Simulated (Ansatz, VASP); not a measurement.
**Rh in VASP and in Ansatz**

Contents of INCAR:

```
  PREC = Accurate
  ENCUT = 520
  EDIFF = 1E-6
  ISMEAR = 0
  SIGMA = 0.15
  LREAL = False
  LASPH = True
  NELM = 80
  ALGO = Fast
  ISIF = 2
  LWAVE = False
  LCHARG = True
  GGA = PS
  LELF = True
  LVHAR = True
  NBANDS = 38
```

The input KPOINTS:

```
Automatic mesh
0
Gamma
  18 18 6
```

Contents of POSCAR:

```
Rh
1.0
    2.6754311126      0.0000000000      0.0000000000
   -1.3377155563      2.4870669754      0.0000000000
    0.0000000000      0.0000000000      8.0877844121
Rh
4
Direct
    0.0000000000      0.0000000000      0.0000000000
    0.3333333333      0.6666666667      0.2500000000
    0.0000000000      0.0000000000      0.5000000000
    0.6666666667      0.3333333333      0.7500000000
```

Input for Ansatz:

```yaml
crystal:
  lattice:
    - [2.6754311126, 0.0, 0.0]
    - [-1.3377155563, 2.4870669754, 0.0]
    - [0.0, 0.0, 8.0877844121]
  atoms:
    - { symbol: Rh, position: [0.0, 0.0, 0.0] }
    - { symbol: Rh, position: [0.3333333333, 0.6666666667, 0.25] }
    - { symbol: Rh, position: [0.0, 0.0, 0.5] }
    - { symbol: Rh, position: [0.6666666667, 0.3333333333, 0.75] }
basis:
  ecutwfc: 420
kpoints:
  mp_grid: { grid: [18, 18, 6] }
hamiltonian:
  xc: pbesol
  pseudopotentials: { kind: paw, azcp: { folder: soft_1 } }
scf:
  occupations: { method: gaussian, width: 0.15 }
output:
  forces: true
  stress: true
  eigenvalues: true
  write_density: true
  write_potential: true
  elf: true
  volumetric_format: npy
```

Change from the starting cell: strain +e along x and -e along y -0.0367, strain +e along z and -e/2 along x and y -0.0733.

Alike in both runs: task single point; functional PBEsol; k mesh 18 × 18 × 6; occupations gaussian, width 0.15 eV; no spin polarisation.

|  | VASP | Ansatz |
| --- | --- | --- |
| version | VASP 6.6.1 | Ansatz 0.2.0 |
| potentials or method | VASP PAW PBE potentials, release 64 (Rh_pv), cutoff 520 eV | scalar-relativistic, plane waves, PAW |
| valence electrons in the cell | 60 | 68 |

```tsv
	VASP	Ansatz	Ansatz less VASP
gap on the k mesh at the Fermi level (eV)	none	none	-
pressure (GPa)	7.0	7.2	+0.15
traceless stress, the component that is largest in VASP (GPa)	22.96	22.99	+0.036
rms of the force components (eV/Å)	0.113	0.113	-0.0003
```

VASP's potentials were made for PBE, not for PBEsol, and Ansatz warns of the same on its side. Atom by atom the forces differ by 0.000 eV/Å (rms over components). A gap of «none» marks a metal or a gap that the smearing closes. VASP's potentials hold 60 valence electrons a cell and Ansatz's 68, so a difference there can come from the potentials and not from the codes.
